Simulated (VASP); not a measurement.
Set up this calculation in VASP 6.6.1, as the native input.

* Task: single point
* Functional: PBE
* Potentials or basis: VASP PAW PBE potentials, release 64 (Ca_sv, O)
* Cutoff: 520 eV
* k mesh: 12 × 12 × 6
* Occupations: fermi-dirac, width 0.02 eV
* Spin: no spin polarisation
* Dipole correction: no
* Further INCAR settings: ALGO = Normal; EDIFF = 1e-07; NBANDS = 24

The structure of CaO lies in POSCAR:

```
CaO
1.0
    3.9808380022      0.0000000000      0.0000000000
   -1.9904190011      3.4475068382      0.0000000000
    0.0000000000      0.0000000000      4.7069971713
Ca O
2 2
Direct
    0.3333333333      0.6666666667     -0.0625000000
    0.6666666667      0.3333333333      0.4375000000
    0.3333333333      0.6666666667      0.4375000000
    0.6666666667      0.3333333333      0.9375000000
```

This cell differs from its parent crystal: uniaxial z strain -1.3%.

The input as run:

INCAR

```
SYSTEM = CaO
PREC     = Accurate       ! precision mode
ENCUT    = 520            ! plane-wave cutoff, eV
EDIFF    = 1E-7           ! SCF threshold, eV
ISMEAR   = -1             ! smearing method
SIGMA    = 0.02           ! smearing width, eV
LREAL    = .False.        ! projectors in reciprocal space
LASPH    = .True.         ! aspherical terms in the spheres
NELM     = 100            ! most SCF steps
ALGO     = Normal         ! electronic algorithm
ISIF     = 2              ! what is computed and relaxed
LWAVE    = .False.        ! write WAVECAR
LCHARG   = .False.        ! write CHGCAR
GGA      = PE             ! functional
NBANDS   = 24             ! bands
```

KPOINTS

```
Automatic mesh
0
Gamma
  12 12 6
  0 0 0
```

Potentials or basis: VASP PAW PBE potentials, release 64 (Ca_sv, O).

The run is started by

```bash
$ cat potpaw_PBE.64/Ca_sv/POTCAR potpaw_PBE.64/O/POTCAR > POTCAR
$ mpirun -np 1 vasp_std > vasp.out
```

Results of the run:

```yaml
Pressure: 3.8 GPa
Band_gap_on_the_k_mesh: 3.19 eV
```

Caveat: the cell differs from its parent crystal (uniaxial z strain -1.3%); the cell stands under pressure.

Run time: 4 min on 1 thread of Intel Xeon 8259CL, with other jobs on the host, peak memory 0.24 GiB.
